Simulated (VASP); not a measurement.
# RbBr: single point with PBE

Crystal: RbBr.

```
Rb Br
1.0
     4.76321    0.00000    0.00000
     0.00000    4.76321    0.00000
     0.00000    0.00000    3.09609
Rb Br
1 1
Direct
  0.00000 0.00000 0.00000
  0.50000 0.50000 0.50000
```

This cell differs from its parent crystal: ratio of the length along z to the lengths across it x 0.65, volume and fractional coordinates fixed.

```json
{
  "Program": "VASP 6.6.1",
  "Task": "single point",
  "Functional": "PBE",
  "Potentials or basis": "VASP PAW PBE potentials, release 64 (Rb_sv, Br)",
  "Cutoff": "520 eV",
  "k mesh": "6 × 6 × 6",
  "Occupations": "gaussian, width 0.05 eV",
  "Spin": "no spin polarisation",
  "Dipole correction": "no",
  "Further INCAR settings": "ALGO = Normal; EDIFF = 1e-06; NBANDS = 15"
}
```

```
Pressure               : 3.4 GPa
Band gap on the k mesh : 0.67 eV, indirect (least direct gap 0.70 eV)
```

Stress tensor (GPa, compression positive):
```
-4.27  0.00  0.00
 0.00 -4.27  0.00
 0.00  0.00 18.65
```

Levels at points of the mesh, in eV from the valence-band top:
```tsv
k point	band 5	band 6	band 7	band 8	band 9	band 10	band 11	band 12
(0.00, 0.00, 0.00)	-11.89	-3.42	-3.42	-0.04	0.67	1.77	3.19	4.51
(0.50, 0.00, 0.00)	-11.88	-4.40	-3.65	-0.04	2.65	3.31	4.15	6.36
(0.50, 0.50, 0.00)	-11.88	-3.86	-3.86	0.00	1.92	4.33	4.82	6.38
(0.00, 0.00, 0.50)	-12.53	-4.89	-2.67	-2.67	4.02	4.02	4.78	4.98
(0.50, 0.00, 0.50)	-12.53	-4.66	-2.91	-2.51	2.20	3.02	3.02	4.80
(0.50, 0.50, 0.50)	-12.59	-4.74	-3.21	-3.21	3.93	3.93	5.02	5.02
```

Wall time 14 s on 1 thread of Intel(R) Xeon(R) Platinum 8488C (Sapphire Rapids), on a shared host, peak memory 0.2 GiB.

 A k mesh can miss the band edges.
